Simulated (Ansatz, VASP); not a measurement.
One calculation of MoS2, two programs

```
Mo S
1.0
     1.49765    0.86467    5.99653
    -1.49765    0.86467    5.99653
     0.00000   -1.72934    5.99653
Mo S
1 2
Cartesian
  0.0000 0.0000 0.0003
  0.0000 0.0000 13.5562
  0.0000 0.0000 10.4290
```

Change from the starting cell: strain -0.0500 x Voigt [1, 1, 0, 0, 0, 0], atoms carried along.

Alike in both runs: task single point; functional PBE; dispersion D3(BJ); k mesh 12 × 12 × 12; occupations gaussian, width 0.05 eV; no spin polarisation.

|  | VASP | Ansatz |
| --- | --- | --- |
| version | VASP 6.6.1 | Ansatz 0.2.0 |
| potentials or method | VASP PAW PBE potentials, release 64 (Mo_sv, S), cutoff 520 eV | scalar-relativistic, plane waves, PAW |
| valence electrons in the cell | 26 | 26 |

```csv
,VASP,Ansatz,Ansatz less VASP
gap on the k mesh at the Fermi level (eV),0.91,0.90,-0.018
least direct gap on the mesh (eV),2.24,2.23,-0.007
pressure (GPa),19.2,19.4,+0.21
"traceless stress, the component that is largest in VASP (GPa)",-5.96,-5.88,+0.077
rms of the force components (eV/Å),0.553,0.564,+0.0109
```

Atom by atom the forces differ by 0.011 eV/Å (rms over components).
